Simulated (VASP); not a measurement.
Write the native input for VASP 6.6.1 that does the following.

- Task: single point
- Functional: PBEsol
- Potentials or basis: VASP PAW PBE potentials, release 64 (Hf_pv, O)
- Cutoff: 520 eV
- k mesh: 9 × 9 × 9
- Occupations: fermi-dirac, width 0.05 eV
- Spin: no spin polarisation
- Dipole correction: no
- Further INCAR settings: ALGO = Normal; EDIFF = 1e-06; NBANDS = 18

The structure of HfO2 lies in POSCAR:

```
HfO2
1.0
    0.0000000000      2.5229349520      2.5229349520
    2.5229349520      0.0000000000      2.5229349520
    2.5229349520      2.5229349520      0.0000000000
Hf O
1 2
Direct
    0.0000000000      0.0000000000      0.0000000000
    0.7500000000      0.7500000000      0.7500000000
    0.2500000000      0.2500000000      0.2500000000
```

This cell differs from its parent crystal: volume scaled by 0.96.

The input as run:

INCAR

```
PREC = Accurate ; ENCUT = 520
EDIFF = 1E-6 ; ISMEAR = -1
SIGMA = 0.05 ; LREAL = False
LASPH = True ; NELM = 100
ALGO = Normal ; ISIF = 2
LWAVE = False ; LCHARG = False
GGA = PS ; NBANDS = 18
```

KPOINTS

```
regular mesh
0
Gamma
  9 9 9
```

Potentials or basis: VASP PAW PBE potentials, release 64 (Hf_pv, O).

Launch:

```sh
$ cat potpaw_PBE.64/Hf_pv/POTCAR potpaw_PBE.64/O/POTCAR > POTCAR
$ mpirun -np 1 vasp_std > vasp.out
```

Results of the run:

```
Pressure               : -4.0 GPa
Band gap on the k mesh : 3.82 eV, indirect (least direct gap 3.95 eV)
```

Caveat: the PAW data sets were made with another functional, which shifts forces and pressure a little; spin-orbit coupling is left out, which moves the levels of the heavy elements.

Wall time 8.9 s on 1 thread of Intel(R) Xeon(R) 6975P-C (Granite Rapids), with other jobs on the host, peak memory 0.17 GiB.
